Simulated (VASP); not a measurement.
Write the native input for VASP 6.6.1 that does the following.

| Property | Result |
| --- | --- |
| Task | single point |
| Functional | LDA |
| Potentials or basis | VASP PAW LDA potentials, release 64 (Hg, F, Cu) |
| Cutoff | 600 eV |
| k mesh | 5 × 5 × 3 |
| Occupations | tetrahedron |
| Spin | no spin polarisation |
| Dipole correction | no |
| Further INCAR settings | ALGO = Normal; EDIFF = 1e-06; NBANDS = 39 |

The structure of CuHgF lies in POSCAR:

```
CuHgF
1.0
    3.8011020000      0.0000000000      0.0000000000
    0.0000000000      3.8011020000      0.0000000000
    0.0000000000      0.0000000000      6.3088570000
Hg F Cu
2 2 2
Direct
    0.0000000000      0.5000000000      0.2077000000
    0.5000000000      0.0000000000      0.7923000000
    0.0000000000      0.5000000000      0.6524000000
    0.5000000000      0.0000000000      0.3476000000
    0.0000000000      0.0000000000      0.0000000000
    0.5000000000      0.5000000000      0.0000000000
```

The input as run:

INCAR

```
ALGO     = Normal         # electronic algorithm
EDIFF    = 1E-6           # SCF threshold, eV
ENCUT    = 600            # plane-wave cutoff, eV
GGA_COMPAT= False        
ISIF     = 2              # what is computed and relaxed
ISMEAR   = -4             # smearing method
LASPH    = True           # aspherical terms in the spheres
LCHARG   = False          # write CHGCAR
LREAL    = False          # projectors in reciprocal space
LWAVE    = False          # write WAVECAR
NBANDS   = 39             # bands
NELM     = 120            # most SCF steps
PREC     = Accurate       # precision mode
SIGMA    = 0.1            # smearing width, eV
```

KPOINTS

```
k-points
0
Gamma
  5 5 3
```

Potentials or basis: VASP PAW LDA potentials, release 64 (Hg, F, Cu).

The run is started by

```bash
$ cat potpaw_LDA.64/Hg/POTCAR potpaw_LDA.64/F/POTCAR potpaw_LDA.64/Cu/POTCAR > POTCAR
$ mpirun -np 1 vasp_std > vasp.out
```

Results of the run:

* Pressure: 16.1 GPa
* Largest force: 6.436 eV/Å
* Band gap on the k mesh: 0.90 eV (least direct gap 1.56 eV)

Caveat: the cell stands under pressure; spin-orbit coupling is left out, which moves the levels of the heavy elements; forces of over 1 eV/Å act on the atoms, so gaps and moduli don't describe the material at rest.

Wall time 100 s on 1 thread of AMD EPYC 7R13, with other jobs on the host, peak memory 0.17 GiB.
